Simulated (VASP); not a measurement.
# BiS4 (P4/mmm) in VASP: notebook

The runs below take BiS4 through single point, with PBE.

All numbers are computed with VASP 6.6.1; they aren't measurements. Logs are shortened: lines on timing, memory, paths and dates and some standing lists are left out, and cuts for length are marked.

## (1) The cell of the first run

It takes space group P4/mmm (No. 123, tetragonal). Conventional cell: a = 6.390 Å, b = 6.390 Å, c = 4.034 Å, α = 90.00°, β = 90.00°, γ = 90.00°. Bi (site symmetry 4/mmm) has 8 S at 2.97 Å and 2 Bi at 4.03 Å within 4.1 Å. S (site symmetry m2m) has 1 S at 2.03 Å within 2.7 Å.

The cell was generated, and may not be a known phase.

## (2) Single point, PBE

INCAR reads:

```
PREC = Accurate
ENCUT = 520
EDIFF = 1E-7
ISMEAR = 0
SIGMA = 0.1
LREAL = F
LASPH = T
NELM = 100
ALGO = Normal
ISIF = 2
LWAVE = F
LCHARG = F
GGA = PE
NBANDS = 28
```

KPOINTS reads:

```
Automatic mesh
0
Gamma
  6 6 10
```

POSCAR reads:

```
BiS4
1.0
    6.3900685483      0.0000000000      0.0000000000
    0.0000000000      6.3900685483      0.0000000000
    0.0000000000      0.0000000000      4.0344374788
Bi S
1 4
Direct
    0.0000000000      0.0000000000      0.5000000000
    0.6586424471      0.0000000000      0.0000000000
    0.3413575529      0.0000000000      0.0000000000
    0.0000000000      0.6586424471      0.0000000000
    0.0000000000      0.3413575529      0.0000000000
```

Potentials or basis: VASP PAW PBE potentials, release 64 (Bi_d, S).

On the command line:

```bash
$ cat potpaw_PBE.64/Bi_d/POTCAR potpaw_PBE.64/S/POTCAR > POTCAR
$ mpirun -np 1 vasp_std > vasp.out
```

OUTCAR:

```text
PREC = Accurate
   ENCUT = 520
   EDIFF = 1E-7
   ISMEAR = 0
   LREAL = F
   LASPH = T
   NELM = 100
   ISIF = 2
   GGA = PE

 ion  position               nearest neighbor table
   1  0.000  0.000  0.500-   2 2.97   3 2.97   4 2.97   5 2.97   2 2.97   3 2.97   4 2.97   5 2.97

   2  0.659  0.000  0.000-   3 2.03   1 2.97   1 2.97
   3  0.341  0.000  0.000-   2 2.03   1 2.97   1 2.97
   4  0.000  0.659  0.000-   5 2.03   1 2.97   1 2.97
   5  0.000  0.341  0.000-   4 2.03   1 2.97   1 2.97

  LATTYP: Found a simple tetragonal cell.
 ALAT       =     6.3900685483
 C/A-ratio  =     0.6313605947

  Lattice vectors:

 A1 = (   6.3900685483,   0.0000000000,   0.0000000000)
 A2 = (   0.0000000000,   6.3900685483,   0.0000000000)
 A3 = (   0.0000000000,   0.0000000000,   4.0344374788)

Analysis of symmetry for initial positions (statically):
=====================================================================
 Subroutine PRICEL returns:
 Original cell was already a primitive cell.

 Routine SETGRP: Setting up the symmetry group for a
 simple tetragonal supercell.

 Subroutine GETGRP returns: Found 16 space group operations
 (whereof 16 operations were pure point group operations)
 out of a pool of 16 trial point group operations.

The static configuration has the point symmetry D_4h.

Analysis of symmetry for dynamics (positions and initial velocities):
=====================================================================
 Subroutine PRICEL returns:
 Original cell was already a primitive cell.

 Routine SETGRP: Setting up the symmetry group for a
 simple tetragonal supercell.

 Subroutine GETGRP returns: Found 16 space group operations
 (whereof 16 operations were pure point group operations)
 out of a pool of 16 trial point group operations.

The dynamic configuration has the point symmetry D_4h.

 Subroutine INISYM returns: Found 16 space group operations
 (whereof 16 operations are pure point group operations),
 and found     1 'primitive' translations

----------------------------------------------------------------------------------------

                                     Primitive cell

  volume of cell :     164.7381

  direct lattice vectors                    reciprocal lattice vectors
     6.390068548  0.000000000  0.000000000     0.156492844  0.000000000  0.000000000
     0.000000000  6.390068548  0.000000000     0.000000000  0.156492844  0.000000000
     0.000000000  0.000000000  4.034437479     0.000000000  0.000000000  0.247866030

  length of vectors
     6.390068548  6.390068548  4.034437479     0.156492844  0.156492844  0.247866030

  position of ions in fractional coordinates (direct lattice)
     0.000000000  0.000000000  0.500000000
     0.658642447  0.000000000  0.000000000
     0.341357553  0.000000000  0.000000000
     0.000000000  0.658642447  0.000000000
     0.000000000  0.341357553  0.000000000

  ion indices of the primitive-cell ions
   primitive index   ion index
                 1           1
                 2           2
                 3           3
                 4           4
                 5           5

----------------------------------------------------------------------------------------

 KPOINTS: Automatic mesh

Automatic generation of k-mesh.
 Grid dimensions read from file:
 generate k-points for:    6    6   10

 Generating k-lattice:

  Cartesian coordinates                     Fractional coordinates (reciprocal lattice)
     0.026082141  0.000000000  0.000000000     0.166666667  0.000000000  0.000000000
     0.000000000  0.026082141  0.000000000     0.000000000  0.166666667  0.000000000
     0.000000000  0.000000000  0.024786603     0.000000000  0.000000000  0.100000000

  Length of vectors
     0.026082141  0.026082141  0.024786603

  Shift w.r.t. Gamma in fractional coordinates (k-lattice)
     0.000000000  0.000000000  0.000000000

 Subroutine IBZKPT returns following result:
 ===========================================

 Found     60 irreducible k-points:

 Following reciprocal coordinates:
            Coordinates               Weight
  0.000000  0.000000  0.000000      1.000000
  0.166667  0.000000  0.000000      4.000000
  0.333333  0.000000  0.000000      4.000000
  0.500000  0.000000  0.000000      2.000000
  0.166667  0.166667  0.000000      4.000000
  0.333333  0.166667  0.000000      8.000000
[... 16 lines left out ...]
  0.333333  0.000000  0.200000      8.000000
  0.500000  0.000000  0.200000      4.000000
 [... further k-points ...]
   k-points           NKPTS =     60   k-points in BZ     NKDIM =     60   number of bands    NBANDS=     28
   number of dos      NEDOS =    301   number of ions     NIONS =      5
   total plane-waves  NPLWV =  69120
   dimension x,y,z NGX =    48 NGY =   48 NGZ =   30
   dimension x,y,z NGXF=    96 NGYF=   96 NGZF=   60
   ions per type =               1   4
   NGX,Y,Z   is equivalent  to a cutoff of  12.49, 12.49, 12.36 a.u.
   NGXF,Y,Z  is equivalent  to a cutoff of  24.98, 24.98, 24.72 a.u.
 SYSTEM =  unknown system
   PREC   = accura    normal or accurate (medium, high low for compatibility)
   ISTART =      0    job   : 0-new  1-cont  2-samecut
   ICHARG =      2    charge: 1-file 2-atom 10-const
   ISPIN  =      1    spin polarized calculation?
   LNONCOLLINEAR =      F non collinear calculations
   LSORBIT =      F    spin-orbit coupling
   LASPH  =      T    aspherical Exc in radial PAW
   ENCUT  =  520.0 eV  38.22 Ry    6.18 a.u.  11.88 11.88  7.50*2*pi/ulx,y,z
   NELM   =    100;   NELMIN=  2; NELMDL= -5     # of ELM steps
   EDIFF  = 0.1E-06   stopping-criterion for ELM
   LREAL  =      F    real-space projection
   EDIFFG = 0.1E-05   stopping-criterion for IOM
   NSW    =      0    number of steps for IOM
   IBRION =     -1    ionic relax: 0-MD 1-quasi-New 2-CG
   NFREE  =      0    steps in history (QN), initial steepest desc. (CG)
   ISIF   =      2    stress and relaxation
   ISYM   =      2    0-nonsym 1-usesym 2-fastsym
   POTIM  = 0.5000    time-step for ionic-motion
   TEBEG  =    0.0;   TEEND  =   0.0 temperature during run
   PSTRESS=    0.0 pullay stress
   NELECT =      39.0000    total number of electrons
   NUPDOWN=      -1.0000    fix difference up-down
   EMIN   =  10.00;   EMAX   =-10.00  energy-range for DOS
   EFERMI =   0.00;   METHOD = LEGACY
   ISMEAR =     0;   SIGMA  =   0.10  broadening in eV -4-tet -1-fermi 0-gaus
   EFERMI_NEDOS =   21; number of points for ismear=-14 and -15
   IALGO  =     38    algorithm
   IMIX   =      4    mixing-type and parameters
     AMIX     =   0.40;   BMIX     =  1.00
     AMIX_MAG =   1.60;   BMIX_MAG =  1.00
  volume/ion in A,a.u.               =      32.95       222.34
  Fermi-wavevector in a.u.,A,eV,Ry     =   1.012741  1.913803 13.954736  1.025644
  Thomas-Fermi vector in A             =   2.145868
   LORBIT       =      0    0 simple, 1 ext, 2 COOP (PROOUT), +10 PAW based schemes
   GGA     = PE    functional components
   LHFCALC =     F    Hartree Fock is set to
   AEXX    =    0.0000 exact exchange contribution
   IVDW    =     0    specifies the selected vdW correction
   LEPSILON=     F    determine dielectric tensor
   LRPA    =     F    only Hartree local field effects (RPA)
 non-spin polarized calculation
 Gauss-broadening in eV      SIGMA  =   0.10
  energy-cutoff  :      520.00
  volume of cell :      164.74
 maximum number of plane-waves:      4475
 NGX is ok and might be reduce to    48
   NGX = 23   NGY = 23   NGZ = 15

 number of electron      39.0000012 magnetization

 Free energy of the ion-electron system (eV)
  ---------------------------------------------------
  ext. energy  EPLUGINS =         0.00000000
  ---------------------------------------------------
  free energy    TOTEN  =       -19.20641976 eV

  energy without entropy =      -19.19323836  energy(sigma->0) =      -19.19982906

 E-fermi :   2.1804     XC(G=0):  -7.4952

 val. band max:        2.1757966869   @ k =   0.5000   0.5000   0.0000
 cond. band min:       2.2008522478   @ k =   0.3333   0.3333   0.0000
 fundamental gap:      0.0250555609
 Fermi energy:         2.1804414852

 k-point     1 :       0.0000    0.0000    0.0000
  band No.  band energies     occupation
      1     -21.5162      2.00000
      2     -21.5161      2.00000
      3     -21.5119      2.00000
      4     -21.4886      2.00000
      5     -21.4886      2.00000
      6     -13.4229      2.00000
[... 20 lines left out ...]
     27       7.9798      0.00000
     28       7.9859      0.00000

 k-point     2 :       0.1667    0.0000    0.0000
  band No.  band energies     occupation
      1     -21.5162      2.00000
      2     -21.5161      2.00000
      3     -21.5119      2.00000
      4     -21.4886      2.00000
      5     -21.4886      2.00000
      6     -13.3724      2.00000
[... 20 lines left out ...]
     27       8.0777      0.00000
     28       8.2066      0.00000

 k-point     3 :       0.3333    0.0000    0.0000
  band No.  band energies     occupation
      1     -21.5162      2.00000
      2     -21.5159      2.00000
      3     -21.5119      2.00000
      4     -21.4887      2.00000
      5     -21.4886      2.00000
      6     -13.2379      2.00000
[... 20 lines left out ...]
     27       7.9726      0.00000
     28       8.8177      0.00000

 k-point     4 :       0.5000    0.0000    0.0000
  band No.  band energies     occupation
      1     -21.5162      2.00000
      2     -21.5158      2.00000
      3     -21.5119      2.00000
      4     -21.4887      2.00000
      5     -21.4886      2.00000
      6     -13.1209      2.00000
[... 20 lines left out ...]
     27       7.4299      0.00000
     28       9.3506      0.00000

 k-point     5 :       0.1667    0.1667    0.0000
  band No.  band energies     occupation
      1     -21.5162      2.00000
      2     -21.5160      2.00000
      3     -21.5119      2.00000
      4     -21.4886      2.00000
      5     -21.4886      2.00000
      6     -13.3224      2.00000
[... 20 lines left out ...]
     27       8.2620      0.00000
     28       8.3087      0.00000

 k-point     6 :       0.3333    0.1667    0.0000
  band No.  band energies     occupation
      1     -21.5162      2.00000
      2     -21.5159      2.00000
      3     -21.5119      2.00000
      4     -21.4886      2.00000
      5     -21.4886      2.00000
      6     -13.1892      2.00000
[... 463 lines left out ...]
      5     -21.4947      2.00000
      6     -13.3058      2.00000
[... 20 lines left out ...]
     27       8.5028      0.00000
     28       9.1858      0.00000

 k-point    22 :       0.1667    0.0000    0.2000
  band No.  band energies     occupation
      1     -21.5158      2.00000
      2     -21.5148      2.00000
      3     -21.4987      2.00000
      4     -21.4947      2.00000
      5     -21.4947      2.00000
      6     -13.2587      2.00000
[... 20 lines left out ...]
     27       8.6601      0.00000
     28       9.2041      0.00000

 k-point    23 :       0.3333    0.0000    0.2000
  band No.  band energies     occupation
      1     -21.5158      2.00000
      2     -21.5147      2.00000
      3     -21.4987      2.00000
      4     -21.4948      2.00000
      5     -21.4947      2.00000
      6     -13.1331      2.00000
[... 20 lines left out ...]
     27       8.5874      0.00000
     28       8.9299      0.00000

 k-point    24 :       0.5000    0.0000    0.2000
  band No.  band energies     occupation
      1     -21.5158      2.00000
      2     -21.5147      2.00000
      3     -21.4987      2.00000
      4     -21.4949      2.00000
      5     -21.4947      2.00000
      6     -13.0212      2.00000
[... 20 lines left out ...]
     27       8.1486      0.00000
     28       8.7751      0.00000

 [... further k-points ...]

------------------------ aborting loop because EDIFF is reached ----------------------------------------

  FORCE on cell =-STRESS in cart. coord.  units (eV):
  Direction    XX          YY          ZZ          XY          YZ          ZX
  --------------------------------------------------------------------------------------
  -------------------------------------------------------------------------------------
  Total       -0.3072665     -0.3072665     -0.0375084      0.0000000     -0.0000000      0.0000000
  in kB       -2.9883522     -2.9883522     -0.3647918      0.0000000     -0.0000000      0.0000000
  external PRESSURE =      -2.1138320 kB  Pullay stress =       0.0000000 kB

 VOLUME and BASIS-vectors are now :
 -----------------------------------------------------------------------------
  energy-cutoff  :      520.00
  volume of cell :      164.74
      direct lattice vectors                 reciprocal lattice vectors
     6.390068548  0.000000000  0.000000000     0.156492844  0.000000000  0.000000000
     0.000000000  6.390068548  0.000000000     0.000000000  0.156492844  0.000000000
     0.000000000  0.000000000  4.034437479     0.000000000  0.000000000  0.247866030

 POSITION                                       TOTAL-FORCE (eV/Angst)
 -----------------------------------------------------------------------------------
      0.00000      0.00000      2.01722        -0.000000      0.000000      0.000000
      4.20877      0.00000      0.00000        -0.138648      0.000000      0.000000
      2.18130      0.00000      0.00000         0.138648      0.000000      0.000000
      0.00000      4.20877      0.00000        -0.000000     -0.138648      0.000000
      0.00000      2.18130      0.00000        -0.000000      0.138648     -0.000000
 -----------------------------------------------------------------------------------
    total drift:                                0.000000      0.000000      0.000000

  FREE ENERGIE OF THE ION-ELECTRON SYSTEM (eV)
  ---------------------------------------------------
  free  energy   TOTEN  =       -19.2064197618 eV

  energy  without entropy=      -19.1932383597  energy(sigma->0) =      -19.19982906
```

Run time: 2.1 min. Hardware: 1 thread of Intel Xeon 6975P-C (Granite Rapids), shared host; peak memory 0.38 GiB.

Results:

```yaml
Free_energy: -19.2064 eV
Pressure: -0.2 GPa
Largest_force: 0.139 eV/Å
Band_gap_on_the_k_mesh: zero (an odd number of electrons rules out a gap without spin polarisation)
```

Forces in eV/Å, atoms in the order of the input:
```
Bi   0.000  0.000  0.000
S   -0.139  0.000  0.000
S    0.139  0.000  0.000
S    0.000 -0.139  0.000
S    0.000  0.139  0.000
```

Caveat: spin-orbit coupling is left out, which moves the levels of the heavy elements.

## (3) Single point, PBE

INCAR reads:

```
SYSTEM = BiS4
PREC = Accurate ; ENCUT = 520
EDIFF = 1E-6 ; ISMEAR = 0
SIGMA = 0.1 ; LREAL = .FALSE.
LASPH = .TRUE. ; NELM = 60
ALGO = Normal ; ISIF = 2
LWAVE = .FALSE. ; LCHARG = .FALSE.
GGA = PE ; NBANDS = 28
```

KPOINTS reads:

```
Automatic mesh
0
G
  6 6 10
  0 0 0
```

POSCAR is that of step 2.

Potentials or basis: VASP PAW PBE potentials, release 64 (Bi_d, S).

On the command line:

```bash
$ cat potpaw_PBE.64/Bi_d/POTCAR potpaw_PBE.64/S/POTCAR > POTCAR
$ mpirun -np 1 vasp_std > vasp.out
```

Wall time 2.2 min (1 thread of Intel Xeon 6975P-C (Granite Rapids), shared host); peak memory 0.38 GiB.

Results (log left out):

```yaml
Free_energy: -19.2064 eV
Pressure: -0.2 GPa
Largest_force: 0.139 eV/Å
Band_gap_on_the_k_mesh: zero (an odd number of electrons rules out a gap without spin polarisation)
```

Forces on the atoms (eV/Å):
```
Bi   0.000  0.000  0.000
S   -0.139  0.000  0.000
S    0.139  0.000  0.000
S    0.000 -0.139  0.000
S    0.000  0.139  0.000
```

Stress tensor (GPa, compression positive):
```
-0.30  0.00  0.00
 0.00 -0.30  0.00
 0.00  0.00 -0.04
```

Levels at points of the mesh, in eV from the Fermi level:
```csv
k point,band 16,band 17,band 18,band 19,band 20,band 21,band 22,band 23
"(0.00, 0.00, 0.00)",-2.82,-2.28,-0.59,-0.59,0.08,0.08,1.26,1.36
"(0.50, 0.00, 0.00)",-3.10,-1.34,-1.22,-0.59,-0.20,0.82,1.34,2.35
"(0.50, 0.50, 0.00)",-2.78,-2.43,-0.31,-0.31,0.00,1.27,1.43,1.43
"(0.00, 0.00, 0.50)",-3.47,-3.22,-3.22,-2.07,1.34,1.79,2.74,2.74
"(0.50, 0.00, 0.50)",-3.46,-2.91,-0.62,-0.57,-0.07,0.05,1.09,3.12
"(0.50, 0.50, 0.50)",-2.31,-2.24,-0.89,-0.37,-0.12,-0.12,1.11,1.11
```

Caveat: spin-orbit coupling is left out, which moves the levels of the heavy elements.

The gap in the log of VASP goes by the Fermi energy; the results here count the filled bands.